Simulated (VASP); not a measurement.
Here is a VASP 6.6.1 calculation.

Contents of INCAR:

```
ALGO     = Normal         # electronic algorithm
EDIFF    = 1E-7           # SCF threshold, eV
ENCUT    = 520            # plane-wave cutoff, eV
GGA      = PE             # functional
ISIF     = 2              # what is computed and relaxed
ISMEAR   = 0              # smearing method
LASPH    = True           # aspherical terms in the spheres
LCHARG   = False          # write CHGCAR
LREAL    = False          # projectors in reciprocal space
LWAVE    = False          # write WAVECAR
NBANDS   = 51             # bands
NELM     = 60             # most SCF steps
PREC     = Accurate       # precision mode
SIGMA    = 0.1            # smearing width, eV
```

File KPOINTS:

```
k-points
0
Gamma
  10 10 2
```

The input POSCAR:

```
In6O
1.0
    3.3445559030      0.0000000000      0.0000000000
    0.0000000000      3.3445559030      0.0000000000
    0.0000000000      0.0000000000     15.3556645081
In O
6 1
Direct
    0.5000000000      0.5000000000      0.8253513410
    0.5000000000      0.5000000000      0.1746486590
    0.0000000000      0.0000000000      0.0000000000
    0.0000000000      0.0000000000      0.3417296866
    0.0000000000      0.0000000000      0.6582703134
    0.5000000000      0.5000000000      0.5000000000
    0.5000000000      0.5000000000      0.0000000000
```

Potentials or basis: VASP PAW PBE potentials, release 64 (In_d, O).

Run with:

```console
$ cat potpaw_PBE.64/In_d/POTCAR potpaw_PBE.64/O/POTCAR > POTCAR
$ mpirun -np 1 vasp_std > vasp.out
```

**Question.** What does it give for the pressure?

**Answer.** 0.0 GPa.

**Question.** Predict the band gap on the k mesh.

**Answer.** Zero (bands 42 and 43 overlap by 2.95 eV).

Forces in eV/Å, atoms in the order of the input:
```
In   0.000  0.000  0.001
In   0.000  0.000 -0.001
In   0.000  0.000  0.000
In   0.000  0.000 -0.005
In   0.000  0.000  0.005
In   0.000  0.000  0.000
O    0.000  0.000  0.000
```

Caveat: spin-orbit coupling is left out, which moves the levels of the heavy elements.
